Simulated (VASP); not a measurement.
Crystal: Sb2Se3.

```xyz
10
Lattice="4.1522 0.0000 0.0000 -2.0761 3.5959 0.0000 0.0000 0.0000 18.2369" Properties=species:S:1:pos:R:3 pbc="T T T"
Sb    0.0000    2.3973    6.5665
Sb    2.0761    1.1986   15.6849
Sb    2.0761    1.1986   11.6704
Sb    0.0000    2.3973    2.5520
Se    2.0761    1.1986    4.5592
Se    0.0000    2.3973   13.6776
Se    0.0000    2.3973    9.6758
Se    2.0761    1.1986    0.5573
Se    0.0000    2.3973   17.6795
Se    2.0761    1.1986    8.5611
```

The cell was built from a structure type or drawn by symmetry, and may not be a known phase.

- Program: VASP 6.6.1
- Task: relaxation of cell and atoms
- Functional: PBE
- Potentials or basis: VASP PAW PBE potentials, release 64 (Sb, Se)
- Cutoff: 500 eV
- k mesh: 3 × 3 × 1
- Occupations: gaussian, width 0.15 eV
- Spin: no spin polarisation

At the start: pressure 0.7 GPa; volume 27.23 Å³/atom.

Problem. How do energy, volume and symmetry change on relaxing?

Solution. Over 9 steps the energy falls by 485.7 meV/atom and the volume is 29.66 Å³/atom (+8.9 %); space group P6_3/mmc (No. 194, to 0.1 Å) before and after.

Step by step:
| step | energy change (eV) | largest force (eV/Å) | pressure (GPa) | volume (Å³) |
| --- | --- | --- | --- | --- |
| 1 | 0.0000 | 2.4001 | 0.71 | 272.30 |
| 2 | -1.2293 | 2.8239 | -1.32 | 277.05 |
| 3 | -3.9646 | 1.2636 | -4.57 | 291.18 |
| 4 | -4.3902 | 0.7712 | -3.96 | 297.34 |
| 5 | -4.6916 | 0.4577 | -1.57 | 309.55 |
| 6 | -4.6276 | 0.6866 | 3.78 | 280.41 |
| 7 | -4.8018 | 0.4966 | 0.58 | 296.39 |
| 8 | -4.8110 | 0.3910 | -0.53 | 296.68 |
| 9 | -4.8572 | 0.0480 | -0.02 | 296.56 |

Final structure:
```
CELL_PARAMETERS angstrom
4.01624 0.00000 0.00000
-2.00812 3.47817 0.00000
0.00000 0.00000 21.22965
ATOMIC_POSITIONS crystal
Sb 0.33333 0.66667 0.34600
Sb 0.66667 0.33333 0.84600
Sb 0.66667 0.33333 0.65400
Sb 0.33333 0.66667 0.15400
Se 0.66667 0.33333 0.25000
Se 0.33333 0.66667 0.75000
Se 0.33333 0.66667 0.57864
Se 0.66667 0.33333 0.07864
Se 0.33333 0.66667 0.92136
Se 0.66667 0.33333 0.42136
```

Caveat: the k points lie up to 0.60 Å⁻¹ apart in the final cell; a cell axis changed by over 15 % at a fixed basis, so the end point is rough; this functional lacks dispersion, which binds the layers, so the pressure and a relaxed spacing across them are unreliable; the relaxation stopped at a loose force limit of 0.08 eV/Å, so its end isn't a converged minimum.
